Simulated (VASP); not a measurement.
# Ir (Fm-3m) in VASP: further runs

Runs on Ir. Level: BLYP. Tasks: single point.

Everything below comes from runs of VASP 6.6.1. Logs are shortened: lines on timing, memory, paths and dates and some standing lists are left out, and cuts for length are marked.

### 1 The cell of the first run

The structure is cubic, space group Fm-3m (No. 225). The conventional cell has a = 3.829 Å, b = 3.829 Å, c = 3.829 Å, α = 90.00°, β = 90.00°, γ = 90.00°. Within 3.6 Å of Ir (site symmetry m-3m) lie 12 Ir at 2.71 Å.

### 2 Single point, BLYP, collinear spin, ferromagnetic start (volume scaled by 0.92)

INCAR

```
SYSTEM = Ir
PREC = Accurate ; ENCUT = 520
EDIFF = 1E-6 ; ISMEAR = -1
SIGMA = 0.05 ; LREAL = .False.
LASPH = .True. ; NELM = 150
ALGO = Normal ; ISIF = 2
LWAVE = .False. ; LCHARG = .True.
ISPIN = 2 ; MAGMOM = 1
LORBIT = 11 ; LMAXMIX = 4
GGA = B5 ; ALDAX = 1.0
AGGAX = 1.0 ; AGGAC = 1.0
ALDAC = 0.0 ; LELF = .True.
LVHAR = .True. ; NBANDS = 14
```

KPOINTS

```
regular mesh
0
Gamma
  22 22 22
  0 0 0
```

POSCAR

```
Ir
1.0
    0.0000000000      1.9144425907      1.9144425907
    1.9144425907      0.0000000000      1.9144425907
    1.9144425907      1.9144425907      0.0000000000
Ir
1
Direct
    0.0000000000      0.0000000000      0.0000000000
```

Potentials or basis: VASP PAW PBE potentials, release 64 (Ir).

On the command line:

```bash
$ cat potpaw_PBE.64/Ir/POTCAR > POTCAR
$ mpirun -np 1 vasp_std > vasp.out
```

OUTCAR:

```text
SYSTEM = Ir
   PREC = Accurate
   ENCUT = 520
   EDIFF = 1E-6
   ISMEAR = -1
   LREAL = .False.
   LASPH = .True.
   NELM = 150
   ISIF = 2
   ISPIN = 2
   LORBIT = 11
   GGA = B5

 ion  position               nearest neighbor table
   1  0.000  0.000  0.000-

  LATTYP: Found a face centered cubic cell.
 ALAT       =     3.8288851814

  Lattice vectors:

 A1 = (   0.0000000000,   1.9144425907,   1.9144425907)
 A2 = (   1.9144425907,   0.0000000000,   1.9144425907)
 A3 = (   1.9144425907,   1.9144425907,   0.0000000000)

Analysis of symmetry for initial positions (statically):
=====================================================================
 Subroutine PRICEL returns:
 Original cell was already a primitive cell.

 Routine SETGRP: Setting up the symmetry group for a
 face centered cubic supercell.

 Subroutine GETGRP returns: Found 48 space group operations
 (whereof 48 operations were pure point group operations)
 out of a pool of 48 trial point group operations.

The static configuration has the point symmetry O_h .

Analysis of symmetry for dynamics (positions and initial velocities):
=====================================================================
 Subroutine PRICEL returns:
 Original cell was already a primitive cell.

 Routine SETGRP: Setting up the symmetry group for a
 face centered cubic supercell.

 Subroutine GETGRP returns: Found 48 space group operations
 (whereof 48 operations were pure point group operations)
 out of a pool of 48 trial point group operations.

The dynamic configuration has the point symmetry O_h .

Analysis of structural, dynamic, and magnetic symmetry:
=====================================================================
 Subroutine PRICEL returns:
 Original cell was already a primitive cell.

 Routine SETGRP: Setting up the symmetry group for a
 face centered cubic supercell.

 Subroutine GETGRP returns: Found 48 space group operations
 (whereof 48 operations were pure point group operations)
 out of a pool of 48 trial point group operations.

The overall configuration has the point symmetry O_h .

 Subroutine INISYM returns: Found 48 space group operations
 (whereof 48 operations are pure point group operations),
 and found     1 'primitive' translations

----------------------------------------------------------------------------------------

                                     Primitive cell

  volume of cell :      14.0332

  direct lattice vectors                    reciprocal lattice vectors
     0.000000000  1.914442591  1.914442591    -0.261172627  0.261172627  0.261172627
     1.914442591  0.000000000  1.914442591     0.261172627 -0.261172627  0.261172627
     1.914442591  1.914442591  0.000000000     0.261172627  0.261172627 -0.261172627

  length of vectors
     2.707430676  2.707430676  2.707430676     0.452364259  0.452364259  0.452364259

  position of ions in fractional coordinates (direct lattice)
     0.000000000  0.000000000  0.000000000

  ion indices of the primitive-cell ions
   primitive index   ion index
                 1           1

----------------------------------------------------------------------------------------

 KPOINTS: regular mesh

Automatic generation of k-mesh.
 Grid dimensions read from file:
 generate k-points for:   22   22   22

 Generating k-lattice:

  Cartesian coordinates                     Fractional coordinates (reciprocal lattice)
    -0.011871483  0.011871483  0.011871483     0.045454545  0.000000000  0.000000000
     0.011871483 -0.011871483  0.011871483     0.000000000  0.045454545  0.000000000
     0.011871483  0.011871483 -0.011871483     0.000000000  0.000000000  0.045454545

  Length of vectors
     0.020562012  0.020562012  0.020562012

  Shift w.r.t. Gamma in fractional coordinates (k-lattice)
     0.000000000  0.000000000  0.000000000

 Subroutine IBZKPT returns following result:
 ===========================================

 Found    328 irreducible k-points:

 Following reciprocal coordinates:
            Coordinates               Weight
  0.000000  0.000000  0.000000      1.000000
  0.045455  0.000000  0.000000      8.000000
  0.090909  0.000000  0.000000      8.000000
  0.136364  0.000000  0.000000      8.000000
  0.181818  0.000000  0.000000      8.000000
  0.227273  0.000000  0.000000      8.000000
[... 16 lines left out ...]
  0.500000  0.045455  0.000000     24.000000
 -0.454545  0.045455  0.000000     24.000000
 [... further k-points ...]
   k-points           NKPTS =    328   k-points in BZ     NKDIM =    328   number of bands    NBANDS=     14
   number of dos      NEDOS =    301   number of ions     NIONS =      1
   total plane-waves  NPLWV =   8000
   dimension x,y,z NGX =    20 NGY =   20 NGZ =   20
   dimension x,y,z NGXF=    40 NGYF=   40 NGZF=   40
   ions per type =               1
   NGX,Y,Z   is equivalent  to a cutoff of  12.28, 12.28, 12.28 a.u.
   NGXF,Y,Z  is equivalent  to a cutoff of  24.56, 24.56, 24.56 a.u.
 SYSTEM =  Ir
   PREC   = accura    normal or accurate (medium, high low for compatibility)
   ISTART =      0    job   : 0-new  1-cont  2-samecut
   ICHARG =      2    charge: 1-file 2-atom 10-const
   ISPIN  =      2    spin polarized calculation?
   LNONCOLLINEAR =      F non collinear calculations
   LSORBIT =      F    spin-orbit coupling
   LASPH  =      T    aspherical Exc in radial PAW
   ENCUT  =  520.0 eV  38.22 Ry    6.18 a.u.   5.03  5.03  5.03*2*pi/ulx,y,z
   NELM   =    150;   NELMIN=  2; NELMDL= -5     # of ELM steps
   EDIFF  = 0.1E-05   stopping-criterion for ELM
   LREAL  =      F    real-space projection
   EDIFFG = 0.1E-04   stopping-criterion for IOM
   NSW    =      0    number of steps for IOM
   IBRION =     -1    ionic relax: 0-MD 1-quasi-New 2-CG
   NFREE  =      0    steps in history (QN), initial steepest desc. (CG)
   ISIF   =      2    stress and relaxation
   ISYM   =      2    0-nonsym 1-usesym 2-fastsym
   POTIM  = 0.5000    time-step for ionic-motion
   TEBEG  =    0.0;   TEEND  =   0.0 temperature during run
   PSTRESS=    0.0 pullay stress
   NELECT =       9.0000    total number of electrons
   NUPDOWN=      -1.0000    fix difference up-down
   EMIN   =  10.00;   EMAX   =-10.00  energy-range for DOS
   EFERMI =   0.00;   METHOD = LEGACY
   ISMEAR =    -1;   SIGMA  =   0.05  broadening in eV -4-tet -1-fermi 0-gaus
   EFERMI_NEDOS =   21; number of points for ismear=-14 and -15
   IALGO  =     38    algorithm
   IMIX   =      4    mixing-type and parameters
     AMIX     =   0.40;   BMIX     =  1.00
     AMIX_MAG =   1.60;   BMIX_MAG =  1.00
  volume/ion in A,a.u.               =      14.03        94.70
  Fermi-wavevector in a.u.,A,eV,Ry     =   1.411790  2.667896 27.118452  1.993150
  Thomas-Fermi vector in A             =   2.533605
   LORBIT       =     11    0 simple, 1 ext, 2 COOP (PROOUT), +10 PAW based schemes
   GGA     = B5    functional components
   LHFCALC =     F    Hartree Fock is set to
   AEXX    =    0.0000 exact exchange contribution
   IVDW    =     0    specifies the selected vdW correction
   LEPSILON=     F    determine dielectric tensor
   LRPA    =     F    only Hartree local field effects (RPA)
 spin polarized calculation
  energy-cutoff  :      520.00
  volume of cell :       14.03
 maximum number of plane-waves:       388
   NGX =  9   NGY =  9   NGZ =  9

 number of electron       9.0000000 magnetization       0.0012288

 number of electron       9.0000000 magnetization      -0.0000340

 Free energy of the ion-electron system (eV)
  ---------------------------------------------------
  ext. energy  EPLUGINS =         0.00000000
  ---------------------------------------------------
  free energy    TOTEN  =        -7.31915364 eV

  energy without entropy =       -7.31008384  energy(sigma->0) =       -7.31461874

 E-fermi :  11.1189     XC(G=0): -13.3213

 val. band max:       11.1188525979   @ k =  -0.3636   0.0455   0.0000
 cond. band min:      11.1196736933   @ k =   0.5000   0.4545   0.0455
 fundamental gap:      0.0008210954
 Fermi energy:        11.1188955806

 spin component 1

 k-point     1 :       0.0000    0.0000    0.0000
  band No.  band energies     occupation
      1       0.1425      1.00000
      2       7.1922      1.00000
      3       7.1922      1.00000
      4       7.1922      1.00000
      5       9.9036      1.00000
      6       9.9036      1.00000
      7      25.7785      0.00000
      8      31.2871      0.00000
      9      31.2871      0.00000
     10      31.2871      0.00000
     11      36.5542      0.00000
     12      42.9743      0.00000
     13      42.9743      0.00000
     14      42.9743      0.00000
[... 375 lines left out ...]
 k-point    24 :      -0.4545    0.0455    0.0000
  band No.  band energies     occupation
      1       3.1155      1.00000
      2       7.0379      1.00000
      3       7.1619      1.00000
      4      10.0911      1.00000
      5      11.9074      0.00000
      6      12.5482      0.00000
      7      18.7280      0.00000
      8      25.5613      0.00000
      9      30.8923      0.00000
     10      31.3408      0.00000
     11      40.8345      0.00000
     12      41.2992      0.00000
     13      42.2810      0.00000
     14      43.2452      0.00000

 [... further k-points ...]

 spin component 2

 k-point     1 :       0.0000    0.0000    0.0000
  band No.  band energies     occupation
      1       0.1425      1.00000
      2       7.1921      1.00000
      3       7.1921      1.00000
      4       7.1921      1.00000
      5       9.9035      1.00000
      6       9.9035      1.00000
      7      25.7785      0.00000
      8      31.2871      0.00000
      9      31.2871      0.00000
     10      31.2871      0.00000
     11      36.5540      0.00000
     12      42.9742      0.00000
     13      42.9742      0.00000
     14      42.9742      0.00000
[... 375 lines left out ...]
 k-point    24 :      -0.4545    0.0455    0.0000
  band No.  band energies     occupation
      1       3.1155      1.00000
      2       7.0378      1.00000
      3       7.1618      1.00000
      4      10.0910      1.00000
      5      11.9073      0.00000
      6      12.5481      0.00000
      7      18.7279      0.00000
      8      25.5612      0.00000
      9      30.8923      0.00000
     10      31.3408      0.00000
     11      40.8344      0.00000
     12      41.2991      0.00000
     13      42.2809      0.00000
     14      43.2403      0.00000

 [... further k-points ...]
[... 5 lines left out ...]
  --------------------------------------------------------------------------------------
  -------------------------------------------------------------------------------------
  Total        2.9391780      2.9391780      2.9391780      0.0000000     -0.0000000      0.0000000
  in kB      335.5671475    335.5671475    335.5671475      0.0000000     -0.0000000      0.0000000
  external PRESSURE =     335.5671475 kB  Pullay stress =       0.0000000 kB

 VOLUME and BASIS-vectors are now :
 -----------------------------------------------------------------------------
  energy-cutoff  :      520.00
  volume of cell :       14.03
      direct lattice vectors                 reciprocal lattice vectors
     0.000000000  1.914442591  1.914442591    -0.261172627  0.261172627  0.261172627
     1.914442591  0.000000000  1.914442591     0.261172627 -0.261172627  0.261172627
     1.914442591  1.914442591  0.000000000     0.261172627  0.261172627 -0.261172627

 POSITION                                       TOTAL-FORCE (eV/Angst)
 -----------------------------------------------------------------------------------
      0.00000      0.00000      0.00000         0.000000      0.000000     -0.000000
 -----------------------------------------------------------------------------------
    total drift:                                0.000000      0.000000      0.000000

  FREE ENERGIE OF THE ION-ELECTRON SYSTEM (eV)
  ---------------------------------------------------
  free  energy   TOTEN  =        -7.3191536412 eV

  energy  without entropy=       -7.3100838354  energy(sigma->0) =       -7.31461874

 total charge

# of ion       s       p       d       tot
------------------------------------------
    1        0.679   0.723   7.085   8.487

 magnetization (x)

# of ion       s       p       d       tot
------------------------------------------
    1        0.000   0.000  -0.000  -0.000
```

It took 51 s on 1 thread of Intel Xeon 6975P-C (Granite Rapids), shared host; peak memory 0.21 GiB.

What came out:

- Free energy: -7.3192 eV
- Pressure: 33.6 GPa
- Net moment: 0.00 μB per cell
- Valence electrons inside the program's atomic spheres: Ir 8.49

Levels at points of the mesh, in eV from the Fermi level:
Spin up:
```tsv
k point	band 1	band 2	band 3	band 4	band 5	band 6	band 7	band 8
(0.00, 0.00, 0.00)	-10.98	-3.93	-3.93	-3.93	-1.22	-1.22	14.66	20.17
(0.50, 0.00, 0.00)	-8.09	-4.03	-4.03	-0.43	0.92	0.92	7.42	14.23
(0.50, 0.50, 0.00)	-7.90	-7.37	0.88	1.52	1.52	2.01	10.70	11.97
```
Spin down:
| k point | band 1 | band 2 | band 3 | band 4 | band 5 | band 6 | band 7 | band 8 |
| --- | --- | --- | --- | --- | --- | --- | --- | --- |
| (0.00, 0.00, 0.00) | -10.98 | -3.93 | -3.93 | -3.93 | -1.22 | -1.22 | 14.66 | 20.17 |
| (0.50, 0.00, 0.00) | -8.09 | -4.03 | -4.03 | -0.43 | 0.92 | 0.92 | 7.42 | 14.23 |
| (0.50, 0.50, 0.00) | -7.90 | -7.37 | 0.88 | 1.52 | 1.52 | 2.01 | 10.70 | 11.97 |

Caveat: the PAW data sets were made with another functional, which shifts forces and pressure a little; spin-orbit coupling is left out, which moves the levels of the heavy elements.

### 3 Single point, BLYP, collinear spin, ferromagnetic start (volume scaled by 0.96)

INCAR

```
SYSTEM = Ir
PREC = Accurate
ENCUT = 520
EDIFF = 1E-6
ISMEAR = -1
SIGMA = 0.05
LREAL = .False.
LASPH = .True.
NELM = 150
ALGO = Normal
ISIF = 2
LWAVE = .False.
LCHARG = .True.
ISPIN = 2
MAGMOM = 1
LORBIT = 11
LMAXMIX = 4
GGA = B5
ALDAX = 1.0
AGGAX = 1.0
AGGAC = 1.0
ALDAC = 0.0
LELF = .True.
LVHAR = .True.
NBANDS = 14
```

KPOINTS

```
Automatic mesh
0
Gamma
  22 22 22
  0 0 0
```

POSCAR

```
Ir
1.0
    0.0000000000      1.9417954661      1.9417954661
    1.9417954661      0.0000000000      1.9417954661
    1.9417954661      1.9417954661      0.0000000000
Ir
1
Direct
    0.0000000000      0.0000000000      0.0000000000
```

Potentials or basis: VASP PAW PBE potentials, release 64 (Ir).

On the command line:

```bash
$ cat potpaw_PBE.64/Ir/POTCAR > POTCAR
$ mpirun -np 1 vasp_std > vasp.out
```

Wall time 50 s (1 thread of Intel Xeon 6975P-C (Granite Rapids), shared host); peak memory 0.21 GiB.

Results (log left out):

```
Free energy                                           : -7.4124 eV
Pressure                                              : 16.0 GPa
Net moment                                            : 0.00 μB per cell
Valence electrons inside the program's atomic spheres : Ir 8.35
```

Levels at points of the mesh, in eV from the Fermi level:
Spin up:
```tsv
k point	band 1	band 2	band 3	band 4	band 5	band 6	band 7	band 8
(0.00, 0.00, 0.00)	-10.53	-3.68	-3.68	-3.68	-1.14	-1.14	14.74	19.99
(0.50, 0.00, 0.00)	-7.64	-3.77	-3.77	-0.32	0.85	0.85	6.99	14.30
(0.50, 0.50, 0.00)	-7.42	-6.91	0.81	1.40	1.40	2.01	10.11	11.76
```
Spin down:
| k point | band 1 | band 2 | band 3 | band 4 | band 5 | band 6 | band 7 | band 8 |
| --- | --- | --- | --- | --- | --- | --- | --- | --- |
| (0.00, 0.00, 0.00) | -10.53 | -3.68 | -3.68 | -3.68 | -1.14 | -1.14 | 14.74 | 19.99 |
| (0.50, 0.00, 0.00) | -7.64 | -3.77 | -3.77 | -0.32 | 0.85 | 0.85 | 6.99 | 14.30 |
| (0.50, 0.50, 0.00) | -7.42 | -6.91 | 0.81 | 1.40 | 1.40 | 2.01 | 10.11 | 11.76 |

Caveat: the PAW data sets were made with another functional, which shifts forces and pressure a little; spin-orbit coupling is left out, which moves the levels of the heavy elements.
